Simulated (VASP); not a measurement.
**Cr: single point with LDA**

Crystal: Cr.

```xyz
2
Lattice="2.3692 0.0000 0.0000 -1.1846 2.0518 0.0000 0.0000 0.0000 4.2263" Properties=species:S:1:pos:R:3 pbc="T T T"
Cr    0.0000    1.3679    1.0566
Cr    1.1846    0.6839    3.1697
```

This cell differs from its parent crystal: volume scaled by 0.92.

| Quantity | Value |
| --- | --- |
| Program | VASP 6.6.1 |
| Task | single point |
| Functional | LDA |
| Potentials or basis | VASP PAW LDA potentials, release 64 (Cr_pv) |
| Cutoff | 520 eV |
| k mesh | 17 × 17 × 8 |
| Occupations | fermi-dirac, width 0.1 eV |
| Spin | no spin polarisation |

- Pressure: 27.4 GPa
- Band gap on the k mesh: zero (band 12 reaches 13.47 eV, above the bottom of band 13 at 11.90 eV)

Stress tensor (GPa, compression positive):
```
28.36  0.00  0.00
 0.00 28.36  0.00
 0.00  0.00 25.61
```

Levels at points of the mesh, in eV from the Fermi level:
```tsv
k point	band 8	band 9	band 10	band 11	band 12	band 13	band 14	band 15	band 16	band 17
(0.00, 0.00, 0.00)	-4.59	-1.48	-0.50	-0.50	-0.08	-0.08	0.13	1.22	1.22	2.63
(0.00, 0.00, 0.50)	-5.80	-1.89	-1.89	-0.47	-0.47	-0.47	-0.47	2.15	2.15	2.15
```

Wall time 36 s on 1 thread of Intel(R) Xeon(R) Platinum 8488C (Sapphire Rapids), on a shared host, peak memory 0.16 GiB.

Caveat: the run has no spin polarisation, though such a crystal can be magnetic. Spin polarisation is off, so any magnetic state and its effect on volume and gap are missing.
